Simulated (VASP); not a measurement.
## SiNi: single point with PBE

The system is SiNi.

```
Ni Si
1.0
     2.94277    0.00000    0.00000
     0.00000    3.28033    0.00000
     0.00000    0.00000    4.67745
Ni Si
2 2
Direct
  0.50000 0.50000 0.34250
  0.00000 0.00000 0.65750
  0.50000 0.50000 0.84314
  0.00000 0.00000 0.15686
```

```json
{
  "Program": "VASP 6.6.1",
  "Task": "single point",
  "Functional": "PBE",
  "Potentials or basis": "VASP PAW PBE potentials, release 64 (Ni, Si)",
  "Cutoff": "520 eV",
  "k mesh": "8 × 7 × 5",
  "Occupations": "fermi-dirac, width 0.05 eV",
  "Spin": "collinear spin, ferromagnetic start",
  "Starting moments": "[2.0, 2.0, 0.0, 0.0] μB",
  "Fixed moment": "4 μB"
}
```

* Pressure: 28.8 GPa
* Largest force: 0.827 eV/Å
* Net moment: 4.00 μB per cell
* Site moments: Ni +1.28; Si +0.31 μB
* Valence electrons inside the program's atomic spheres: Ni 9.50; Si 1.67

Forces on the atoms (eV/Å):
```
Ni   0.000  0.000  0.342
Ni   0.000  0.000 -0.342
Si   0.000  0.000  0.827
Si   0.000  0.000 -0.827
```

Stress tensor (GPa, compression positive):
```
21.69  0.00  0.00
 0.00 29.30  0.00
 0.00  0.00 35.50
```

Run time: 98 s on 1 thread of Intel(R) Xeon(R) Platinum 8259CL CPU @ 2.50GHz (Skylake/Cascade Lake), on a shared host, peak memory 0.23 GiB.

Caveat: the total moment is fixed, so each spin has its own Fermi level.
